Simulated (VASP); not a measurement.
# SiC (P-6m2) in VASP: notebook

The runs below take SiC through single point, relaxation of cell and atoms, with PBE.

Program: VASP 6.6.1. These are calculated values, not measurements. Logs are shortened: lines on timing, memory, paths and dates and some standing lists are left out, and cuts for length are marked.

**1. The cell of the first run**

It takes space group P-6m2 (No. 187, hexagonal). Conventional cell: a = 2.864 Å, b = 2.864 Å, c = 2.558 Å, α = 90.00°, β = 90.00°, γ = 120.00°. Within 2.8 Å of Si (site symmetry -6m2) lie 6 C at 2.09 Å and 2 Si at 2.56 Å. Within 2.8 Å of C (site symmetry -6m2) lie 6 Si at 2.09 Å and 2 C at 2.56 Å.

**2. Single point, PBE, collinear spin, ferromagnetic start**

File INCAR:

```
SYSTEM = SiC
PREC = Accurate
ENCUT = 520
EDIFF = 1E-6
ISMEAR = 0
SIGMA = 0.1
LREAL = .FALSE.
LASPH = .TRUE.
NELM = 150
ALGO = Normal
ISIF = 2
LWAVE = .FALSE.
LCHARG = .FALSE.
ISPIN = 2
MAGMOM = 0 1
LORBIT = 11
GGA = PE
NBANDS = 15
```

File KPOINTS:

```
Automatic mesh
0
G
  6 6 6
  0 0 0
```

File POSCAR:

```
SiC
1.0
    2.8643927455      0.0000000000      0.0000000000
   -1.4321963728      2.4806368841      0.0000000000
    0.0000000000      0.0000000000      2.5577936373
Si C
1 1
Direct
    0.3333333333      0.6666666667      0.5000000000
    0.6666666667      0.3333333333      0.0000000000
```

Potentials or basis: VASP PAW PBE potentials, release 64 (Si, C).

On the command line:

```bash
$ cat potpaw_PBE.64/Si/POTCAR potpaw_PBE.64/C/POTCAR > POTCAR
$ mpirun -np 1 vasp_std > vasp.out
```

OUTCAR:

```text
SYSTEM = SiC
   PREC = Accurate
   ENCUT = 520
   EDIFF = 1E-6
   ISMEAR = 0
   LREAL = .FALSE.
   LASPH = .TRUE.
   NELM = 150
   ISIF = 2
   ISPIN = 2
   LORBIT = 11
   GGA = PE

 ion  position               nearest neighbor table
   1  0.333  0.667  0.500-   2 2.09   2 2.09   2 2.09   2 2.09   2 2.09   2 2.09
   2  0.667  0.333  0.000-   1 2.09   1 2.09   1 2.09   1 2.09   1 2.09   1 2.09

  LATTYP: Found a hexagonal cell.
 ALAT       =     2.8643927455
 C/A-ratio  =     0.8929619171

  Lattice vectors:

 A1 = (   2.8643927455,   0.0000000000,   0.0000000000)
 A2 = (  -1.4321963728,   2.4806368841,   0.0000000000)
 A3 = (   0.0000000000,   0.0000000000,   2.5577936373)

Analysis of symmetry for initial positions (statically):
=====================================================================
 Subroutine PRICEL returns:
 Original cell was already a primitive cell.

 Routine SETGRP: Setting up the symmetry group for a
 hexagonal supercell.

 Subroutine GETGRP returns: Found 12 space group operations
 (whereof 12 operations were pure point group operations)
 out of a pool of 24 trial point group operations.

The static configuration has the point symmetry D_3h.

Analysis of symmetry for dynamics (positions and initial velocities):
=====================================================================
 Subroutine PRICEL returns:
 Original cell was already a primitive cell.

 Routine SETGRP: Setting up the symmetry group for a
 hexagonal supercell.

 Subroutine GETGRP returns: Found 12 space group operations
 (whereof 12 operations were pure point group operations)
 out of a pool of 24 trial point group operations.

The dynamic configuration has the point symmetry D_3h.

Analysis of structural, dynamic, and magnetic symmetry:
=====================================================================
 Subroutine PRICEL returns:
 Original cell was already a primitive cell.

 Routine SETGRP: Setting up the symmetry group for a
 hexagonal supercell.

 Subroutine GETGRP returns: Found 12 space group operations
 (whereof 12 operations were pure point group operations)
 out of a pool of 24 trial point group operations.

The overall configuration has the point symmetry D_3h.

 Subroutine INISYM returns: Found 12 space group operations
 (whereof 12 operations are pure point group operations),
 and found     1 'primitive' translations

----------------------------------------------------------------------------------------

                                     Primitive cell

  volume of cell :      18.1744

  direct lattice vectors                    reciprocal lattice vectors
     2.864392746  0.000000000  0.000000000     0.349114137  0.201561141  0.000000000
    -1.432196373  2.480636884  0.000000000     0.000000000  0.403122281  0.000000000
     0.000000000  0.000000000  2.557793637     0.000000000  0.000000000  0.390961955

  length of vectors
     2.864392746  2.864392746  2.557793637     0.403122281  0.403122281  0.390961955

  position of ions in fractional coordinates (direct lattice)
     0.333333333  0.666666667  0.500000000
     0.666666667  0.333333333  0.000000000

  ion indices of the primitive-cell ions
   primitive index   ion index
                 1           1
                 2           2

----------------------------------------------------------------------------------------

 KPOINTS: Automatic mesh

Automatic generation of k-mesh.
 Grid dimensions read from file:
 generate k-points for:    6    6    6

 Generating k-lattice:

  Cartesian coordinates                     Fractional coordinates (reciprocal lattice)
     0.058185689  0.033593523  0.000000000     0.166666667 -0.000000000  0.000000000
     0.000000000  0.067187047  0.000000000     0.000000000  0.166666667  0.000000000
     0.000000000  0.000000000  0.065160326     0.000000000  0.000000000  0.166666667

  Length of vectors
     0.067187047  0.067187047  0.065160326

  Shift w.r.t. Gamma in fractional coordinates (k-lattice)
     0.000000000  0.000000000  0.000000000

 Subroutine IBZKPT returns following result:
 ===========================================

 Found     28 irreducible k-points:

 Following reciprocal coordinates:
            Coordinates               Weight
  0.000000  0.000000  0.000000      1.000000
  0.166667  0.000000  0.000000      6.000000
  0.333333 -0.000000  0.000000      6.000000
  0.500000  0.000000  0.000000      3.000000
  0.166667  0.166667  0.000000      6.000000
  0.333333  0.166667  0.000000     12.000000
[... 16 lines left out ...]
  0.166667  0.000000  0.500000      6.000000
  0.333333 -0.000000  0.500000      6.000000
 [... further k-points ...]
   k-points           NKPTS =     28   k-points in BZ     NKDIM =     28   number of bands    NBANDS=     15
   number of dos      NEDOS =    301   number of ions     NIONS =      2
   total plane-waves  NPLWV =  11520
   dimension x,y,z NGX =    24 NGY =   24 NGZ =   20
   dimension x,y,z NGXF=    48 NGYF=   48 NGZF=   40
   ions per type =               1   1
   NGX,Y,Z   is equivalent  to a cutoff of  13.93, 13.93, 13.00 a.u.
   NGXF,Y,Z  is equivalent  to a cutoff of  27.86, 27.86, 26.00 a.u.
 SYSTEM =  SiC
   PREC   = accura    normal or accurate (medium, high low for compatibility)
   ISTART =      0    job   : 0-new  1-cont  2-samecut
   ICHARG =      2    charge: 1-file 2-atom 10-const
   ISPIN  =      2    spin polarized calculation?
   LNONCOLLINEAR =      F non collinear calculations
   LSORBIT =      F    spin-orbit coupling
   LASPH  =      T    aspherical Exc in radial PAW
   ENCUT  =  520.0 eV  38.22 Ry    6.18 a.u.   5.33  5.33  4.76*2*pi/ulx,y,z
   NELM   =    150;   NELMIN=  2; NELMDL= -5     # of ELM steps
   EDIFF  = 0.1E-05   stopping-criterion for ELM
   LREAL  =      F    real-space projection
   EDIFFG = 0.1E-04   stopping-criterion for IOM
   NSW    =      0    number of steps for IOM
   IBRION =     -1    ionic relax: 0-MD 1-quasi-New 2-CG
   NFREE  =      0    steps in history (QN), initial steepest desc. (CG)
   ISIF   =      2    stress and relaxation
   ISYM   =      2    0-nonsym 1-usesym 2-fastsym
   POTIM  = 0.5000    time-step for ionic-motion
   TEBEG  =    0.0;   TEEND  =   0.0 temperature during run
   PSTRESS=    0.0 pullay stress
   NELECT =       8.0000    total number of electrons
   NUPDOWN=      -1.0000    fix difference up-down
   EMIN   =  10.00;   EMAX   =-10.00  energy-range for DOS
   EFERMI =   0.00;   METHOD = LEGACY
   ISMEAR =     0;   SIGMA  =   0.10  broadening in eV -4-tet -1-fermi 0-gaus
   EFERMI_NEDOS =   21; number of points for ismear=-14 and -15
   IALGO  =     38    algorithm
   IMIX   =      4    mixing-type and parameters
     AMIX     =   0.40;   BMIX     =  1.00
     AMIX_MAG =   1.60;   BMIX_MAG =  1.00
  volume/ion in A,a.u.               =       9.09        61.32
  Fermi-wavevector in a.u.,A,eV,Ry     =   1.245330  2.353332 21.100547  1.550846
  Thomas-Fermi vector in A             =   2.379557
   LORBIT       =     11    0 simple, 1 ext, 2 COOP (PROOUT), +10 PAW based schemes
   GGA     = PE    functional components
   LHFCALC =     F    Hartree Fock is set to
   AEXX    =    0.0000 exact exchange contribution
   IVDW    =     0    specifies the selected vdW correction
   LEPSILON=     F    determine dielectric tensor
   LRPA    =     F    only Hartree local field effects (RPA)
 spin polarized calculation
 Gauss-broadening in eV      SIGMA  =   0.10
  energy-cutoff  :      520.00
  volume of cell :       18.17
 maximum number of plane-waves:       514
 NGX is ok and might be reduce to    24
   NGX = 11   NGY = 11   NGZ =  9

 number of electron       8.0000000 magnetization       0.0004837

 number of electron       8.0000000 magnetization      -0.0001512

 Free energy of the ion-electron system (eV)
  ---------------------------------------------------
  ext. energy  EPLUGINS =         0.00000000
  ---------------------------------------------------
  free energy    TOTEN  =       -12.43658154 eV

  energy without entropy =      -12.43029038  energy(sigma->0) =      -12.43343596

 E-fermi :  11.0727     XC(G=0): -12.2777

 val. band max:       10.8948673336   @ k =   0.1667   0.0000   0.3333
 cond. band min:      11.0870102127   @ k =   0.3333   0.1667   0.3333
 fundamental gap:      0.1921428791
 Fermi energy:        11.0727042534

 spin component 1

 k-point     1 :       0.0000    0.0000    0.0000
  band No.  band energies     occupation
      1      -6.5607      1.00000
      2      10.1681      1.00000
      3      10.1681      1.00000
      4      10.4421      1.00000
      5      15.0811      0.00000
      6      16.7169      0.00000
      7      17.5918      0.00000
      8      17.5918      0.00000
      9      24.6885      0.00000
     10      26.6004      0.00000
     11      29.9001      0.00000
     12      29.9001      0.00000
     13      32.4081      0.00000
     14      32.4081      0.00000
[... 403 lines left out ...]
      4       9.9033      1.00000
      5      10.7869      0.99997
      6      16.5601      0.00000
      7      18.0903      0.00000
      8      18.2952      0.00000
      9      26.0608      0.00000
     10      29.2162      0.00000
     11      29.4276      0.00000
     12      30.1967      0.00000
     13      36.2920      0.00000
     14      37.8626      0.00000
     15      42.3131      0.00000

 [... further k-points ...]

 spin component 2

 k-point     1 :       0.0000    0.0000    0.0000
  band No.  band energies     occupation
      1      -6.5608      1.00000
      2      10.1680      1.00000
      3      10.1680      1.00000
      4      10.4420      1.00000
      5      15.0810      0.00000
      6      16.7168      0.00000
      7      17.5916      0.00000
      8      17.5916      0.00000
      9      24.6883      0.00000
     10      26.6003      0.00000
     11      29.9000      0.00000
     12      29.9000      0.00000
     13      32.4078      0.00000
     14      32.4078      0.00000
[... 403 lines left out ...]
      4       9.9031      1.00000
      5      10.7869      0.99997
      6      16.5600      0.00000
      7      18.0901      0.00000
      8      18.2951      0.00000
      9      26.0607      0.00000
     10      29.2161      0.00000
     11      29.4276      0.00000
     12      30.1965      0.00000
     13      36.2919      0.00000
     14      37.8624      0.00000
     15      42.3129      0.00000

 [... further k-points ...]
[... 5 lines left out ...]
  --------------------------------------------------------------------------------------
  -------------------------------------------------------------------------------------
  Total        0.0069432      0.0069432      0.0200281     -0.0000000      0.0000000      0.0000000
  in kB        0.6120793      0.6120793      1.7655909     -0.0000000      0.0000000      0.0000000
  external PRESSURE =       0.9965832 kB  Pullay stress =       0.0000000 kB

 VOLUME and BASIS-vectors are now :
 -----------------------------------------------------------------------------
  energy-cutoff  :      520.00
  volume of cell :       18.17
      direct lattice vectors                 reciprocal lattice vectors
     2.864392746  0.000000000  0.000000000     0.349114137  0.201561141  0.000000000
    -1.432196373  2.480636884  0.000000000     0.000000000  0.403122281  0.000000000
     0.000000000  0.000000000  2.557793637     0.000000000  0.000000000  0.390961955

 POSITION                                       TOTAL-FORCE (eV/Angst)
 -----------------------------------------------------------------------------------
     -0.00000      1.65376      1.27890        -0.000000      0.000000      0.000000
      1.43220      0.82688      0.00000         0.000000     -0.000000      0.000000
 -----------------------------------------------------------------------------------
    total drift:                               -0.000000      0.000000      0.000000

  FREE ENERGIE OF THE ION-ELECTRON SYSTEM (eV)
  ---------------------------------------------------
  free  energy   TOTEN  =       -12.4365815431 eV

  energy  without entropy=      -12.4302903833  energy(sigma->0) =      -12.43343596

 total charge

# of ion       s       p       d       tot
------------------------------------------
    1        0.704   0.795   0.000   1.499
    2        0.889   1.518   0.000   2.407
--------------------------------------------------
tot          1.593   2.313   0.000   3.906

 magnetization (x)

# of ion       s       p       d       tot
------------------------------------------
    1       -0.000  -0.000   0.000  -0.000
    2       -0.000  -0.000   0.000  -0.000
--------------------------------------------------
tot         -0.000  -0.000   0.000  -0.000
```

Wall time 25 s (1 thread of AMD EPYC 7R43 (Zen 3), shared host); peak memory 0.1 GiB.

What came out:

```
Free energy                                           : -12.4366 eV
Pressure                                              : 0.1 GPa
Band gap on the k mesh                                : zero (filled and empty bands overlap)
Net moment                                            : 0.00 μB per cell
Valence electrons inside the program's atomic spheres : Si 1.50; C 2.41
```

Caveat: the k points lie up to 0.42 Å⁻¹ apart.

(Continued in part 2 of 2.)
